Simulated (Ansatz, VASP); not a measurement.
Two plane-wave programs on Co

The input INCAR:

```
ALGO = Normal
EDIFF = 1E-6
ENCUT = 520
GGA = PE
ISIF = 2
ISMEAR = -1
LASPH = True
LCHARG = True
LELF = True
LREAL = False
LVHAR = True
LWAVE = False
NBANDS = 20
NELM = 60
PREC = Accurate
SIGMA = 0.1
```

The input KPOINTS:

```
k-points
0
Gamma
  11 11 15
```

Contents of POSCAR:

```
Co
1.0
    3.9610322555      0.0000000000      0.0000000000
   -1.9805161278      3.4303545584      0.0000000000
    0.0000000000      0.0000000000      2.4279461566
Co
3
Direct
    0.0000000000      0.0000000000      0.0000000000
    0.3333333333      0.6666666667      0.5000000000
    0.6666666667      0.3333333333      0.5000000000
```

Input for Ansatz:

```yaml
crystal:
  lattice:
    - [3.9610322555, 0.0, 0.0]
    - [-1.9805161278, 3.4303545584, 0.0]
    - [0.0, 0.0, 2.4279461566]
  atoms:
    - { symbol: Co, position: [0.0, 0.0, 0.0] }
    - { symbol: Co, position: [0.3333333333, 0.6666666667, 0.5] }
    - { symbol: Co, position: [0.6666666667, 0.3333333333, 0.5] }
hamiltonian:
  xc: pbe
  pseudopotentials:
    kind: paw
    azcp:
      Co: "pseudopotentials/Co.paw.azcp"
basis:
  ecutwfc: 420
  fft_grid_basis: typed
kpoints:
  mp_grid: { grid: [11, 11, 15], shift: [0, 0, 0] }
magnetization:
  spin_polarized: false
scf:
  occupations: { method: fermi_dirac, width: 0.1 }
  lower_state_search: "off"
output:
  stress: true
```

Alike in both runs: task single point; functional PBE; k mesh 11 × 11 × 15; occupations fermi-dirac, width 0.1 eV; no spin polarisation.

|  | VASP | Ansatz |
| --- | --- | --- |
| version | VASP 6.6.1 | Ansatz 0.2.0 |
| potentials or method | VASP PAW PBE potentials, release 64 (Co), cutoff 520 eV | plane waves (420 eV) with PAW, scalar-relativistic |
| valence electrons in the cell | 27 | 51 |

VASP gave:

- pressure (GPa): -8.9
- traceless stress, the component that is largest in VASP (GPa): 0.53

Which values does Ansatz return?

Pressure (GPa): -8.5; traceless stress, the component that is largest in VASP (GPa): 0.60.

VASP's potentials hold 27 valence electrons a cell and Ansatz's 51, so a difference there can come from the potentials and not from the codes.
